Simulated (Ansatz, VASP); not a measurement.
**One calculation of Al3GaIr, two programs**

```
CELL_PARAMETERS angstrom
4.77694 0.00000 0.00000
0.00000 4.77694 0.00000
0.00000 0.00000 4.78982
ATOMIC_POSITIONS crystal
Al 0.50000 0.50000 0.50000
Al 0.50000 0.00000 0.00000
Al 0.00000 0.50000 0.00000
Ga 0.00000 0.00000 0.50000
Ir 0.00000 0.00000 0.00000
```

Alike in both runs: task relaxation of cell and atoms; functional PBE; k mesh 8 × 8 × 8; occupations gaussian, width 0.1 eV; no spin polarisation.

|  | VASP | Ansatz |
| --- | --- | --- |
| version | VASP 6.6.1 | Ansatz 0.2.0 |
| potentials or method | VASP PAW PBE potentials, release 64 (Al, Ga_d, Ir), cutoff 600 eV | scalar-relativistic, plane waves, PAW |
| valence electrons in the cell | 31 | 39 |

|  | VASP | Ansatz | Ansatz less VASP |
| --- | --- | --- | --- |
| gap on the k mesh at the Fermi level, each at its own relaxed structure (eV) | none | none | - |
| relaxed volume (Å³/atom) | 21.91 | 21.91 | +0.005 |
| relaxed cell length with the largest relative difference (Å) | 4.807 | 4.803 | -0.0040 |

A gap of «none» marks a metal or a gap that the smearing closes. VASP's potentials hold 31 valence electrons a cell and Ansatz's 39, so a difference there can come from the potentials and not from the codes.

Neither program's run includes spin-orbit coupling.
